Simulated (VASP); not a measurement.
# C (Fd-3m) in VASP: settings compared, part 2 of 2

VASP 6.6.1. Earlier steps stand in the parts before.

### 5 Single point, r2SCAN

POSCAR reads:

```
C
1.0
    0.0000000000      1.7801241434      1.7801241434
    1.7801241434      0.0000000000      1.7801241434
    1.7801241434      1.7801241434      0.0000000000
C
2
Direct
    0.0000000000      0.0000000000      0.0000000000
    0.2500000000      0.2500000000      0.2500000000
```

INCAR.step1 reads:

```
SYSTEM = C
ALGO = Normal
EDIFF = 1E-4
ENCUT = 520
GGA = PE
ISMEAR = 0
LASPH = .TRUE.
LCHARG = .FALSE.
LREAL = .FALSE.
LWAVE = .TRUE.
NBANDS = 11
NELM = 100
PREC = Accurate
SIGMA = 0.01
```

INCAR.step2 reads:

```
SYSTEM = C
ALGO = Normal
EDIFF = 1E-6
ENCUT = 520
ISIF = 2
ISMEAR = 0
ISTART = 1
LASPH = .TRUE.
LCHARG = .FALSE.
LMIXTAU = .TRUE.
LREAL = .FALSE.
LWAVE = .FALSE.
METAGGA = R2SCAN
NBANDS = 11
NELM = 100
PREC = Accurate
SIGMA = 0.01
```

KPOINTS reads:

```
k-points
0
G
  6 6 6
  0 0 0
```

Potentials or basis: VASP PAW PBE potentials, release 64 (C).

Run with:

```sh
> cat potpaw_PBE.64/C/POTCAR > POTCAR
> cp INCAR.step1 INCAR
> mpirun -np 1 vasp_std > vasp.out
> cp INCAR.step2 INCAR
> mpirun -np 1 vasp_std > vasp.out
```

OUTCAR:

```text
SYSTEM = C
   EDIFF = 1E-6
   ENCUT = 520
   ISIF = 2
   ISMEAR = 0
   ISTART = 1
   LASPH = .TRUE.
   LREAL = .FALSE.
   METAGGA = R2SCAN
   NELM = 100
   PREC = Accurate

 ion  position               nearest neighbor table
   1  0.000  0.000  0.000-   2 1.54   2 1.54   2 1.54   2 1.54
   2  0.250  0.250  0.250-   1 1.54   1 1.54   1 1.54   1 1.54

  LATTYP: Found a face centered cubic cell.
 ALAT       =     3.5602482868

  Lattice vectors:

 A1 = (   0.0000000000,   1.7801241434,   1.7801241434)
 A2 = (   1.7801241434,   0.0000000000,   1.7801241434)
 A3 = (   1.7801241434,   1.7801241434,   0.0000000000)

Analysis of symmetry for initial positions (statically):
=====================================================================
 Subroutine PRICEL returns:
 Original cell was already a primitive cell.

 Routine SETGRP: Setting up the symmetry group for a
 face centered cubic supercell.

 Subroutine GETGRP returns: Found 48 space group operations
 (whereof 24 operations were pure point group operations)
 out of a pool of 48 trial point group operations.

[... 164 lines left out ...]
      1     -12.9764      2.00000
      2       9.7957      2.00000
      3       9.7957      2.00000
      4       9.7958      2.00000
      5      15.6456      0.00000
      6      15.6456      0.00000
      7      15.6456      0.00000
      8      23.7452      0.00000
      9      30.2618      0.00000
     10      37.2419      0.00000
     11      37.2419      0.00000
[... 197 lines left out ...]
 k-point    16 :      -0.3333    0.5000    0.1667
  band No.  band energies     occupation
      1      -3.2869      2.00000
      2      -3.2869      2.00000
      3       1.5495      2.00000
      4       1.5495      2.00000
      5      18.4736      0.00000
      6      18.4736      0.00000
      7      25.2009      0.00000
      8      25.2009      0.00000
      9      32.8626      0.00000
     10      32.8627      0.00000
     11      42.0082      0.00000

------------------------ aborting loop because EDIFF is reached ----------------------------------------

  FORCE on cell =-STRESS in cart. coord.  units (eV):
  Direction    XX          YY          ZZ          XY          YZ          ZX
  --------------------------------------------------------------------------------------
  -------------------------------------------------------------------------------------
  Total        0.0845308      0.0845308      0.0845308      0.0000000      0.0000000      0.0000000
  in kB       12.0045149     12.0045149     12.0045149      0.0000000      0.0000000      0.0000000
  external PRESSURE =      12.0045149 kB  Pullay stress =       0.0000000 kB

 VOLUME and BASIS-vectors are now :
 -----------------------------------------------------------------------------
  energy-cutoff  :      520.00
  volume of cell :       11.28
      direct lattice vectors                 reciprocal lattice vectors
     0.000000000  1.780124143  1.780124143    -0.280879287  0.280879287  0.280879287
     1.780124143  0.000000000  1.780124143     0.280879287 -0.280879287  0.280879287
     1.780124143  1.780124143  0.000000000     0.280879287  0.280879287 -0.280879287

 POSITION                                       TOTAL-FORCE (eV/Angst)
 -----------------------------------------------------------------------------------
      0.00000      0.00000      0.00000        -0.000000      0.000000      0.000000
      0.89006      0.89006      0.89006         0.000000     -0.000000     -0.000000
 -----------------------------------------------------------------------------------
    total drift:                                0.000000      0.000000      0.000000

  FREE ENERGIE OF THE ION-ELECTRON SYSTEM (eV)
  ---------------------------------------------------
  free  energy   TOTEN  =       -19.6470480648 eV

  energy  without entropy=      -19.6470480648  energy(sigma->0) =      -19.64704806
```

Run time: 11 s. Hardware: 1 thread of AMD EPYC 7R43 (Zen 3), shared host; peak memory 0.08 GiB.

What came out:

| Property | Result |
| --- | --- |
| Free energy | -19.6470 eV |
| Pressure | 1.2 GPa |
| Band gap on the k mesh | 4.35 eV, indirect (least direct gap 5.85 eV) |

Levels at points of the mesh, in eV from the valence-band top:
```tsv
k point	band 1	band 2	band 3	band 4	band 5	band 6	band 7	band 8
(0.00, 0.00, 0.00)	-22.77	0.00	0.00	0.00	5.85	5.85	5.85	13.95
(0.50, 0.00, 0.00)	-16.79	-14.11	-2.99	-2.99	8.90	8.90	9.20	16.75
(0.50, 0.50, 0.00)	-13.63	-13.63	-6.69	-6.69	5.01	5.01	17.96	17.96
```

Caveat: the k points lie up to 0.51 Å⁻¹ apart; the PAW data sets were made with another functional, which shifts forces and pressure a little. r2SCAN opens gaps a little over a GGA but as a rule still falls short of measured ones.

### 6 Single point, PBE

INCAR reads:

```
PREC = Accurate
ENCUT = 520
EDIFF = 1E-6
ISMEAR = 0
SIGMA = 0.01
LREAL = F
LASPH = T
NELM = 100
ALGO = Normal
ISIF = 2
LWAVE = F
LCHARG = F
GGA = PE
NBANDS = 11
```

KPOINTS reads:

```
regular mesh
0
Gamma
  10 10 10
```

POSCAR is that of step 5.

Potentials or basis: VASP PAW PBE potentials, release 64 (C).

Run with:

```sh
> cat potpaw_PBE.64/C/POTCAR > POTCAR
> mpirun -np 1 vasp_std > vasp.out
```

Wall time 5.7 s (1 thread of AMD EPYC 7R43 (Zen 3), shared host); peak memory 0.08 GiB.

It converged, with:

| Property | Result |
| --- | --- |
| Free energy | -18.1837 eV |
| Pressure | 4.9 GPa |
| Band gap on the k mesh | 4.18 eV, indirect (least direct gap 5.60 eV) |

Levels at points of the mesh, in eV from the valence-band top:
```
           k point  band 1  band 2  band 3  band 4  band 5  band 6  band 7  band 8
(0.00, 0.00, 0.00)  -21.55    0.00    0.00    0.00    5.60    5.60    5.60   13.46
(0.50, 0.00, 0.00)  -15.74  -13.43   -2.81   -2.81    8.48    8.48    8.92   15.75
(0.50, 0.50, 0.00)  -12.80  -12.80   -6.33   -6.33    4.77    4.77   16.89   16.89
```

A k mesh can miss the band edges. Expect the measured gap to be larger: semilocal functionals such as PBE lack the derivative discontinuity.

### 7 The runs side by side

| level | potentials or basis | k mesh | gap on the mesh (eV) | pressure (GPa) |
| --- | --- | --- | --- | --- |
| PBE | VASP PAW PBE potentials, release 64 (C) | 6 × 6 × 6 | 4.16 | 5.0 |
| LDA | VASP PAW LDA potentials, release 64 (C) | 6 × 6 × 6 | 4.13 | -9.2 |
| r2SCAN | VASP PAW PBE potentials, release 64 (C) | 6 × 6 × 6 | 4.35 | 1.2 |
| PBE | VASP PAW PBE potentials, release 64 (C) | 10 × 10 × 10 | 4.18 | 4.9 |

Alike in all rows: task single point; no spin polarisation; cell as given; cutoff (eV) 520; smearing gaussian 0.01 eV.

Caveats: some runs use coarse meshes; the PAW data sets were made with another functional, which shifts forces and pressure a little (some runs).

Absolute energies hang on the potentials; compare differences alone.
